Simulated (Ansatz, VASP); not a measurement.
## Two plane-wave programs on Au

```xyz
12
Lattice="5.8028 0.0000 0.0000 -2.9014 5.0254 0.0000 0.0000 0.0000 24.5496" Properties=species:S:1:pos:R:3 pbc="T T T"
Au    1.4507    0.8376    8.0000
Au    0.0000    3.3502    8.0000
Au    4.3521    0.8376    8.0000
Au    2.9014    3.3502    8.0000
Au    2.9003    1.6575   10.4961
Au    1.4464    4.1695   10.4936
Au   -0.0038    1.6582   10.4933
Au   -1.4521    4.1691   10.4954
Au   -1.4569    2.4802   12.9935
Au   -0.0055   -0.0370   12.9715
Au    1.4474    2.4761   12.9848
Au    2.8955   -0.0312   13.0002
```

Alike in both runs: task single point; functional PBE; dispersion D3(BJ); k mesh 4 × 4 × 1; occupations gaussian, width 0.1 eV; no spin polarisation.

|  | VASP | Ansatz |
| --- | --- | --- |
| version | VASP 6.6.1 | Ansatz 0.2.0 |
| potentials or method | VASP PAW PBE potentials, release 64 (Au), cutoff 520 eV | scalar-relativistic, plane waves, PAW |
| valence electrons in the cell | 132 | 228 |

|  | VASP | Ansatz | Ansatz less VASP |
| --- | --- | --- | --- |
| gap on the k mesh at the Fermi level (eV) | none | none | - |
| rms of the force components (eV/Å) | 0.012 | 0.012 | +0.0002 |

Atom by atom the forces differ by 0.002 eV/Å (rms over components). A gap of «none» marks a metal or a gap that the smearing closes. VASP's potentials hold 132 valence electrons a cell and Ansatz's 228, so a difference there can come from the potentials and not from the codes.

Spin-orbit coupling is off throughout.
